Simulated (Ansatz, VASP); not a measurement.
WC in VASP and in Ansatz

```xyz
2
Lattice="2.9227 0.0000 0.0000 -1.4613 2.5311 0.0000 0.0000 0.0000 2.8464" Properties=species:S:1:pos:R:3 pbc="T T T"
W     0.0000    0.0000    0.0000
C     0.0000    1.6874    1.4232
```

Alike in both runs: task relaxation of cell and atoms; functional PBE; k mesh 18 × 18 × 14; occupations gaussian, width 0.1 eV; no spin polarisation.

|  | VASP | Ansatz |
| --- | --- | --- |
| version | VASP 6.6.1 | Ansatz 0.2.0 |
| potentials or method | VASP PAW PBE potentials, release 64 (W_sv, C), cutoff 600 eV | scalar-relativistic, plane waves, PAW |
| valence electrons in the cell | 18 | 18 |

```tsv
	VASP	Ansatz	Ansatz less VASP
gap on the k mesh at the Fermi level, each at its own relaxed structure (eV)	none	none	-
relaxed volume (Å³/atom)	10.55	10.53	-0.026
relaxed cell length with the largest relative difference (Å)	2.850	2.847	-0.0027
```

A gap of «none» marks a metal or a gap that the smearing closes.

Neither program's run includes spin-orbit coupling.
